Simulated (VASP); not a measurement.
Here is a VASP 6.6.1 calculation.

File INCAR:

```
SYSTEM = Ta
PREC = Accurate ; ENCUT = 520
EDIFF = 1E-6 ; ISMEAR = 0
SIGMA = 0.1 ; LREAL = .False.
LASPH = .True. ; NELM = 60
ALGO = Normal ; ISIF = 2
LWAVE = .False. ; LCHARG = .True.
LDIPOL = .True. ; IDIPOL = 3
DIPOL = 0.5 0.5 0.498 ; GGA = PS
LELF = .True. ; LVHAR = .True.
LVACPOTAV = .True. ; NBANDS = 54
```

Contents of KPOINTS:

```
regular mesh
0
Gamma
  6 6 1
  0 0 0
```

POSCAR

```
Ta
1.0
    4.6393552032      0.0000000000      0.0000000000
   -2.3196776016      4.0177994632      0.0000000000
    0.0000000000      0.0000000000     23.6290309070
Ta
8
Direct
    0.6666666667      0.3333333333      0.3597269830
    0.3333333333      0.6666666667      0.3998049879
    0.0000000000      0.0000000000      0.4398829927
    0.6666666667      0.3333333333      0.4799609976
    0.3333333333      0.6666666667      0.5156858146
    0.0000000000      0.0000000000      0.5628320797
    0.6666666667      0.3333333333      0.5975328114
    0.3333333333      0.6666666667      0.6257536901
```

Potentials or basis: VASP PAW PBE potentials, release 64 (Ta_pv).

Command:

```sh
$ cat potpaw_PBE.64/Ta_pv/POTCAR > POTCAR
$ mpirun -np 1 vasp_std > vasp.out
```

Q: Estimate the largest force.

A: 1.933 eV/Å.

Q: What does it give for the band gap on the k mesh?

A: Zero (bands 44 and 45 overlap by 0.41 eV).

Forces in eV/Å, atoms in the order of the input:
```
Ta   0.000  0.000  1.933
Ta   0.000  0.000  0.016
Ta   0.000  0.000 -1.191
Ta   0.000  0.000 -0.821
Ta   0.000  0.000  0.017
Ta   0.000  0.000  0.016
Ta   0.000  0.000  0.026
Ta   0.000  0.000  0.005
```

Caveat: the PAW data sets were made with another functional, which shifts forces and pressure a little; spin-orbit coupling is left out, which moves the levels of the heavy elements.
